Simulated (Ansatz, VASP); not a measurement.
BP in VASP and in Ansatz

```xyz
2
Lattice="0.0000 2.2735 2.2735 2.2735 0.0000 2.2735 2.2735 2.2735 0.0000" Properties=species:S:1:pos:R:3 pbc="T T T"
B     0.0000    0.0000    0.0000
P     3.4102    3.4102    3.4102
```

Alike in both runs: task single point; functional PBE; k mesh 12 × 12 × 12; occupations gaussian, width 0.05 eV; no spin polarisation.

```csv
,VASP,Ansatz
version,VASP 6.6.1,Ansatz 0.2.0
potentials or method,"VASP PAW PBE potentials, release 64 (B, P), cutoff 500 eV","scalar-relativistic, plane waves, PAW"
valence electrons in the cell,8,8
```

VASP gave:

* gap on the k mesh at the Fermi level (eV): 1.24
* least direct gap on the mesh (eV): 3.39
* pressure (GPa): -0.1

**Question.** What did Ansatz give for the same quantities?

**Answer.** gap on the k mesh at the Fermi level (eV): 1.25; least direct gap on the mesh (eV): 3.40; pressure (GPa): 0.2.

The functional is the same, so the differences come from potentials, cutoffs and numerics.
